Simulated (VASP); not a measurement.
# Si16O31 (a cell with a defect): single point with PBEsol

The system is Si16O31 (a cell with a defect).

```
Si O
1.0
     9.86157    0.00000    0.00000
     0.00000    8.17971    0.00000
    -4.75610    0.00000    8.80806
Si O
16 31
Direct
  0.28961 0.93078 0.15816
  0.35406 0.54686 0.18840
  0.22845 0.44937 0.32953
  0.13245 0.07845 0.32499
  0.28813 0.94594 0.65393
  0.38072 0.57544 0.66806
  0.20543 0.43406 0.84518
  0.12145 0.05670 0.82333
  0.80283 0.94898 0.17678
  0.88242 0.57304 0.16468
  0.70399 0.43933 0.33235
  0.62976 0.05678 0.34092
  0.78232 0.93785 0.66935
  0.86946 0.55957 0.66290
  0.71100 0.44595 0.83762
  0.62438 0.07239 0.85136
  0.21681 0.94038 0.27347
  0.31726 0.73864 0.14237
  0.06280 0.53737 0.28065
  0.33814 0.47736 0.51158
  0.19835 0.25306 0.30406
  0.44932 0.03294 0.21773
  0.16546 0.00786 0.99632
  0.21004 0.93200 0.76430
  0.32426 0.76217 0.62005
  0.05196 0.54726 0.78144
  0.30004 0.44837 0.02916
  0.30507 0.49182 0.76366
  0.16688 0.24254 0.80688
  0.44324 0.05475 0.73331
  0.17055 0.03935 0.49824
  0.74256 0.94271 0.30259
  0.85962 0.76819 0.16312
  0.54122 0.52961 0.28960
  0.83792 0.50535 0.49471
  0.76468 0.47897 0.21039
  0.67874 0.24490 0.33817
  0.94565 0.07627 0.22122
  0.65818 0.00675 0.01752
  0.72632 0.96453 0.79590
  0.81262 0.74510 0.66067
  0.56618 0.57190 0.77683
  0.84864 0.51382 0.99685
  0.77405 0.43523 0.71460
  0.66319 0.26497 0.86267
  0.93739 0.04268 0.71553
  0.64957 0.00405 0.50588
```

```yaml
Program: VASP 6.6.1
Task: single point
Functional: PBEsol
Potentials_or_basis: VASP PAW PBE potentials, release 64 (Si, O)
Cutoff: 520 eV
k_mesh: 1 × 2 × 1
Occupations: gaussian, width 0.05 eV
Spin: collinear spin
```

| Property | Result |
| --- | --- |
| Largest force | 0.079 eV/Å |
| Net moment | 0.00 μB per cell |
| Valence electrons inside the program's atomic spheres | Si 1.64, 1.62, 1.65, 1.63 (each value once); O 5.22, 5.23, 5.21, 5.24, 5.25 (each value once) |

Forces in eV/Å, atoms in the order of the input:
```
Si   0.007 -0.008 -0.018
Si  -0.048 -0.024  0.034
Si   0.069  0.021 -0.032
Si  -0.008  0.027  0.002
Si  -0.006 -0.005 -0.020
Si  -0.001 -0.003 -0.003
Si   0.023 -0.003  0.013
Si  -0.019  0.014  0.005
Si   0.004 -0.017 -0.007
Si   0.018  0.004  0.006
Si   0.009 -0.009 -0.010
Si  -0.011  0.024 -0.004
Si  -0.017 -0.022 -0.004
Si   0.023  0.023 -0.002
Si  -0.003 -0.015  0.015
Si  -0.015  0.018  0.005
O   -0.010 -0.026  0.012
O   -0.001 -0.002 -0.006
O    0.001 -0.004  0.013
O    0.011 -0.006  0.007
O    0.006 -0.014 -0.006
O    0.001 -0.003 -0.009
O   -0.005  0.006 -0.006
O   -0.001 -0.021  0.013
O   -0.001  0.010 -0.011
O    0.002  0.010  0.005
O   -0.001 -0.006  0.008
O    0.006  0.005 -0.003
O   -0.001 -0.008 -0.004
O    0.005  0.002 -0.009
O   -0.012  0.007  0.005
O   -0.001 -0.020  0.026
O    0.000  0.002  0.002
O   -0.005  0.013  0.008
O    0.015  0.003 -0.001
O    0.000  0.000 -0.011
O   -0.008 -0.003  0.001
O   -0.011  0.022 -0.017
O   -0.022 -0.003  0.003
O    0.002  0.001  0.014
O   -0.003  0.005 -0.001
O    0.012  0.013  0.013
O    0.020  0.004 -0.005
O    0.001 -0.024 -0.016
O   -0.003  0.004  0.003
O    0.001  0.007 -0.011
O   -0.025  0.002  0.002
```

Levels at points of the mesh, in eV from the Fermi level:
Spin up:
```tsv
k point	band 123	band 124	band 125	band 126	band 127	band 128
(0.00, 0.00, 0.00)	-5.97	-5.88	-5.65	-0.23	0.74	0.80
(0.00, 0.50, 0.00)	-6.10	-6.07	-5.66	0.24	0.72	0.81
```
Spin down:
```tsv
k point	band 123	band 124	band 125	band 126	band 127	band 128
(0.00, 0.00, 0.00)	-5.97	-5.88	-5.65	-0.23	0.74	0.80
(0.00, 0.50, 0.00)	-6.10	-6.07	-5.66	0.24	0.72	0.81
```

Wall time 27 min on 1 thread of Oxide Virtual Turin-like Processor (shared host), peak memory 1.2 GiB.

Caveat: the k points lie up to 0.72 Å⁻¹ apart; the cell carries a net charge on a neutralising background, which shifts energy and pressure; the cell is charged against a uniform background, so pressure and absolute levels hang on convention; the PAW data sets were made with another functional, which shifts forces and pressure a little.
